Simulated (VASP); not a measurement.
**Ta: single point with LDA**

Ta:

```
CELL_PARAMETERS angstrom
2.89415 0.00000 0.00000
-1.44707 2.50641 0.00000
0.00000 0.00000 10.15959
ATOMIC_POSITIONS crystal
Ta 0.00000 0.00000 0.00000
Ta 0.00000 0.00000 0.50000
Ta 0.33333 0.66667 0.25000
Ta 0.66667 0.33333 0.75000
```

This isn't the form of Ta at room conditions, which is bcc.

```
Program                : VASP 6.6.1
Task                   : single point
Functional             : LDA
Potentials or basis    : VASP PAW LDA potentials, release 64 (Ta_pv)
Cutoff                 : 520 eV
k mesh                 : 14 × 14 × 4
Occupations            : fermi-dirac, width 0.1 eV
Spin                   : no spin polarisation
Dipole correction      : no
Further INCAR settings : ALGO = Normal; EDIFF = 1e-07; NBANDS = 30
```

```json
{
  "Pressure": "-7.0 GPa",
  "Band gap on the k mesh": "zero (bands 22 and 23 overlap by 1.03 eV)"
}
```

Levels at points of the mesh, in eV from the Fermi level:
```tsv
k point	band 20	band 21	band 22	band 23	band 24	band 25
(0.00, 0.00, 0.00)	0.26	0.43	0.43	0.54	0.54	0.88
(0.50, 0.00, 0.00)	-1.15	-0.34	0.45	0.72	1.79	2.52
(0.00, 0.00, 0.50)	-0.54	0.53	0.53	0.53	0.53	0.87
(0.50, 0.00, 0.50)	-1.16	0.53	0.53	1.19	1.19	1.38
```

Run time: 4.5 min on 1 thread of Intel Xeon 8259CL, with other jobs on the host, peak memory 0.25 GiB.

Caveat: the cell stands under tension; spin-orbit coupling is left out, which moves the levels of the heavy elements.
